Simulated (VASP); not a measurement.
A run of VASP 6.6.1:

The input INCAR:

```
PREC = Accurate
ENCUT = 520
EDIFF = 1E-6
ISMEAR = 0
SIGMA = 0.1
LREAL = F
LASPH = T
NELM = 60
ALGO = Normal
ISIF = 2
LWAVE = F
LCHARG = T
GGA = PE
LELF = T
LVHAR = T
NBANDS = 20
```

The input KPOINTS:

```
Automatic mesh
0
Gamma
  18 18 6
```

File POSCAR:

```
ZnSi2N
1.0
    2.7164521799      0.0000000000      0.0000000000
   -1.3582260900      2.3525165959      0.0000000000
    0.0000000000      0.0000000000      7.9157869892
Zn Si N
1 2 1
Direct
    0.0000000000      0.0000000000      0.0000000000
    0.3333333333      0.6666666667      0.3315751426
    0.6666666667      0.3333333333      0.6684248574
    0.0000000000      0.0000000000      0.5000000000
```

Potentials or basis: VASP PAW PBE potentials, release 64 (Zn, Si, N).

Command:

```bash
$ cat potpaw_PBE.64/Zn/POTCAR potpaw_PBE.64/Si/POTCAR potpaw_PBE.64/N/POTCAR > POTCAR
$ mpirun -np 1 vasp_std > vasp.out
```

Hardware: 1 thread of Intel(R) Xeon(R) 6975P-C (Granite Rapids) (shared host).

Problem. How long does it take, and how much memory?

Solution. Run time: 76 s on 1 thread of Intel(R) Xeon(R) 6975P-C (Granite Rapids), with other jobs on the host, peak memory 0.3 GiB. Counts: scf iterations 13, k points 202.
